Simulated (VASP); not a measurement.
Input of a VASP 6.6.1 run:

The input INCAR:

```
SYSTEM = B3N2Cl
ALGO = Normal ; EDIFF = 1E-6
ENCUT = 520 ; GGA = PE
ISIF = 2 ; ISMEAR = 0
ISPIN = 2 ; LASPH = .TRUE.
LCHARG = .TRUE. ; LELF = .TRUE.
LORBIT = 11 ; LREAL = .FALSE.
LVHAR = .TRUE. ; LWAVE = .FALSE.
MAGMOM = 0 0 0 1 1 0 ; NBANDS = 26
NELM = 150 ; PREC = Accurate
SIGMA = 0.1
```

File KPOINTS:

```
k-points
0
G
  6 6 6
  0 0 0
```

Contents of POSCAR:

```
B3N2Cl
1.0
    6.0952217571      0.0000000000      0.0000000000
   -3.0476108786      5.2786168834      0.0000000000
    0.0000000000      0.0000000000      2.8752806905
B N Cl
3 2 1
Direct
    0.3333333333      0.6666666667      0.0000000000
    0.6666666667      0.3333333333      0.0000000000
    0.0000000000      0.0000000000      0.0000000000
    0.3333333333      0.6666666667      0.5000000000
    0.6666666667      0.3333333333      0.5000000000
    0.0000000000      0.0000000000      0.5000000000
```

Potentials or basis: VASP PAW PBE potentials, release 64 (B, N, Cl).

The run is started by

```bash
$ cat potpaw_PBE.64/B/POTCAR potpaw_PBE.64/N/POTCAR potpaw_PBE.64/Cl/POTCAR > POTCAR
$ mpirun -np 1 vasp_std > vasp.out
```

(1) Predict the band gap on the k mesh.

(2) What does it give for the pressure?

(3) Predict the net moment.

Results:

(1) zero (filled and empty bands overlap).

(2) -0.3 GPa.

(3) 0.00 μB per cell.

Caveat: the k points lie up to 0.36 Å⁻¹ apart, too coarse for converged energies and pressures of a metal.
